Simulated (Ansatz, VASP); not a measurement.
## SnSe in VASP and in Ansatz

POSCAR

```
SnSe
1.0
    4.2567830000      0.0000000000      0.0000000000
    2.1283915000      3.6864822164      0.0000000000
    2.1283915000      1.2288274055      3.4756487653
Sn Se
1 1
Direct
    0.0000000000      0.0000000000      0.0000000000
    0.5000000000      0.5000000000      0.5000000000
```

The input INCAR.step1:

```
PREC = Accurate ; ENCUT = 400
EDIFF = 1E-5 ; ISMEAR = 0
SIGMA = 0.01 ; LREAL = False
LASPH = True ; NELM = 120
ALGO = Normal ; ISIF = 2
LWAVE = True ; LCHARG = False
NBANDS = 17 ; GGA = PE
GGA_COMPAT = False
```

File INCAR.step2:

```
PREC = Accurate ; ENCUT = 400
EDIFF = 1E-6 ; ISMEAR = 0
SIGMA = 0.01 ; LREAL = False
LASPH = True ; NELM = 120
ALGO = Normal ; ISIF = 2
LWAVE = False ; LCHARG = False
GGA = B3 ; LHFCALC = True
AEXX = 0.2 ; AGGAX = 0.72
AGGAC = 0.81 ; ALDAC = 0.19
PRECFOCK = Normal ; NBANDS = 17
ISTART = 1 ; GGA_COMPAT = False
```

KPOINTS

```
regular mesh
0
Gamma
  4 4 4
```

Input for Ansatz:

```yaml
crystal:
  lattice:
    - [4.256783, 0.0, 0.0]
    - [2.1283915000000007, 3.686482216397734, 0.0]
    - [2.1283915000000007, 1.2288274054659116, 3.475648765251268]
  atoms:
    - { symbol: Sn, position: [0.0, 0.0, 0.0] }
    - { symbol: Se, position: [0.5000000000000001, 0.49999999999999994, 0.5] }
basis:
  ecutwfc: 435.382179935808
kpoints:
  mp_grid:
    grid: [4, 4, 4]
hamiltonian:
  xc: b3lyp
scf:
  occupations:
    method: fixed
output:
  eigenvalues: true
```

Alike in both runs: task single point; functional B3LYP; k mesh 4 × 4 × 4; no spin polarisation.

|  | VASP | Ansatz |
| --- | --- | --- |
| version | VASP 6.6.1 | Ansatz 0.2.0 |
| potentials or method | VASP PAW PBE potentials, release 64 (Sn_d, Se), cutoff 400 eV | plane waves, PAW |
| occupations | gaussian, width 0.01 eV | fixed |
| valence electrons in the cell | 20 | 30 |

```csv
,VASP,Ansatz,Ansatz less VASP
gap on the k mesh at the Fermi level (eV),0.74,0.61,-0.126
```

VASP's potentials were made for PBE, not for B3LYP. VASP's potentials hold 20 valence electrons a cell and Ansatz's 30, so a difference there can come from the potentials and not from the codes.

The k mesh is coarse, so the values compare programs but aren't converged.
